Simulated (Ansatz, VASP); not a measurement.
## One calculation of HfB2, two programs

```xyz
3
Lattice="3.0759 0.0000 0.0000 -1.5380 2.6638 0.0000 0.0000 0.0000 3.4090" Properties=species:S:1:pos:R:3 pbc="T T T"
Hf    0.0000    0.0000    0.0000
B     0.0000    1.7759    1.7045
B     1.5380    0.8879    1.7045
```

Change from the starting cell: volume scaled by 0.94, crystal datasets.

Alike in both runs: task electric field gradients; functional PBEsol; k mesh 13 × 13 × 11; occupations fermi-dirac, width 0.05 eV; no spin polarisation.

|  | VASP | Ansatz |
| --- | --- | --- |
| version | VASP 6.6.1 | Ansatz 0.2.0 |
| potentials or method | VASP PAW PBE potentials, release 64 (Hf_pv, B), cutoff 520 eV | all-electron PAW with datasets made for the crystal, scalar-relativistic |

```csv
,VASP,Ansatz,Ansatz less VASP
pressure (GPa),12.9,12.8,-0.06
"traceless stress, the component that is largest in VASP (GPa)",-2.01,-2.28,-0.267
size of Vzz on the site where it differs most (V/Å²),82.6,117.4,+34.81
```

VASP's potentials were made for PBE, not for PBEsol. Ansatz ran all-electron here, and VASP with PAW potentials.

Spin-orbit coupling is off throughout.
